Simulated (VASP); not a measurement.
The system is SiO2.

```
CELL_PARAMETERS angstrom
3.15792 0.00000 0.00000
-1.57896 2.73484 0.00000
0.00000 0.00000 5.46321
ATOMIC_POSITIONS crystal
Si 0.00000 0.00000 0.50000
O 0.33333 0.66667 0.73809
O 0.66667 0.33333 0.26191
```

- Program: VASP 6.6.1
- Task: relaxation of cell and atoms
- Functional: PBE
- Dispersion: D3(BJ)
- Potentials or basis: VASP PAW PBE potentials, release 64 (Si, O)
- Cutoff: 600 eV
- k mesh: 6 × 6 × 4
- Occupations: gaussian, width 0.1 eV
- Spin: no spin polarisation

At the start: pressure -36.1 GPa; volume 15.73 Å³/atom.

**Question.** Where does the relaxation end?

**Answer.** Over 8 steps the energy falls by 1736.6 meV/atom and the volume is 9.40 Å³/atom (-40.2 %); space group P-3m1 (No. 164, to 0.1 Å) before and after.

Step by step:
| step | energy change (eV) | largest force (eV/Å) | pressure (GPa) | volume (Å³) |
| --- | --- | --- | --- | --- |
| 1 | 0.0000 | 4.6895 | -36.09 | 47.18 |
| 2 | -5.0827 | 1.8331 | 17.13 | 26.86 |
| 3 | -5.2002 | 0.0650 | -2.82 | 28.58 |
| 4 | -5.2001 | 0.3486 | 0.28 | 28.27 |
| 5 | -5.2070 | 0.3129 | -1.71 | 28.34 |
| 6 | -5.2090 | 0.1022 | -1.10 | 28.32 |
| 7 | -5.2091 | 0.0184 | 1.72 | 28.08 |
| 8 | -5.2099 | 0.0395 | 0.36 | 28.19 |

Final structure:
```
Si O
1.0
     2.68938    0.00000    0.00000
    -1.34469    2.32907    0.00000
     0.00000    0.00000    4.50091
Si O
1 2
Direct
  0.00000 0.00000 0.50000
  0.33333 0.66667 0.70328
  0.66667 0.33333 0.29672
```

Caveat: the volume moved by over 15 % at a fixed basis, so the end points are rough.
